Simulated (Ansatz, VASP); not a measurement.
# TiO2: VASP beside Ansatz

```
Ti O
1.0
    -1.90894    1.90894    4.33842
     1.90894   -1.90894    4.33842
     1.90894    1.90894   -4.33842
Ti O
2 4
Direct
  0.00000 0.00000 0.00000
  0.75000 0.25000 0.50000
  0.20528 0.20528 0.00000
  0.95528 0.45528 0.50000
  0.54472 0.04472 0.50000
  0.79472 0.79472 0.00000
```

Change from the starting cell: strain -0.1125 x Voigt [0, 0, 1, 0, 0, 0], atoms carried along.

Alike in both runs: task single point; functional PBE; k mesh 8 × 8 × 8; occupations gaussian, width 0.05 eV; no spin polarisation; Hubbard terms Ti d U = 4.0 eV.

|  | VASP | Ansatz |
| --- | --- | --- |
| version | VASP 6.6.1 | Ansatz 0.2.0 |
| potentials or method | VASP PAW PBE potentials, release 64 (Ti_sv, O), cutoff 520 eV | scalar-relativistic, plane waves, PAW |
| valence electrons in the cell | 48 | 48 |

VASP gave:

```
gap on the k mesh at the Fermi level (eV)                     : 2.99
least direct gap on the mesh (eV)                             : 3.23
pressure (GPa)                                                : 45.1
traceless stress, the component that is largest in VASP (GPa) : 43.41
rms of the force components (eV/Å)                            : 2.026
```

Which values does Ansatz return?

gap on the k mesh at the Fermi level (eV): 3.03; least direct gap on the mesh (eV): 3.28; pressure (GPa): 39.2; traceless stress, the component that is largest in VASP (GPa): 41.01; rms of the force components (eV/Å): 1.840.

The programs project onto different local orbitals, so the same U acts differently, and such runs can settle in different states. Atom by atom the forces differ by 0.186 eV/Å (rms over components). The pressures are high and differ by over a tenth, so treat them with care.
